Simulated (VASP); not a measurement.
GaN: single point with r2SCAN

Crystal: GaN.

```
Ga N
1.0
     0.00000    2.25350    2.25350
     2.25350    0.00000    2.25350
     2.25350    2.25350    0.00000
Ga N
1 1
Direct
  0.00000 0.00000 0.00000
  0.75000 0.75000 0.80883
```

This cell differs from its parent crystal: all N atoms moved +0.188 Å, as atom 2 along Cartesian [1 1 0].

```yaml
Program: VASP 6.6.1
Task: single point
Functional: r2SCAN
Potentials_or_basis: VASP PAW PBE potentials, release 64 (Ga_d, N)
Cutoff: 520 eV
k_mesh: 10 × 10 × 10
Occupations: gaussian, width 0.05 eV
Spin: no spin polarisation
```

| Quantity | Value |
| --- | --- |
| Pressure | 3.6 GPa |
| Largest force | 2.721 eV/Å |
| Band gap on the k mesh | 1.87 eV, direct |

Forces on the atoms (eV/Å):
```
Ga   1.791  1.791  0.995
N   -1.791 -1.791 -0.995
```

Stress tensor (GPa, compression positive):
```
2.62 4.66 8.57
4.66 2.62 8.57
8.57 8.57 5.42
```

Levels at points of the mesh, in eV from the valence-band top:
```tsv
k point	band 7	band 8	band 9	band 10	band 11	band 12
(0.00, 0.00, 0.00)	-0.70	-0.21	0.00	1.87	10.67	10.68
(0.50, 0.00, 0.00)	-7.40	-1.75	-0.74	4.84	9.07	9.90
(0.00, 0.00, 0.50)	-6.94	-1.57	-0.93	4.65	9.06	9.95
(0.50, 0.50, 0.50)	-7.90	-1.56	-0.98	5.15	9.15	10.48
(0.50, 0.50, 0.00)	-6.57	-3.07	-2.83	3.39	6.79	12.21
(0.00, 0.50, 0.50)	-6.48	-3.18	-2.84	3.43	6.92	12.21
```

It took 120 s on 1 thread of Intel(R) Xeon(R) 6975P-C (Granite Rapids) (shared host), peak memory 0.22 GiB.

Caveat: the cell differs from its parent crystal (all N atoms moved +0.188 Å, as atom 2 along Cartesian [1 1 0]); the PAW data sets were made with another functional, which shifts forces and pressure a little.
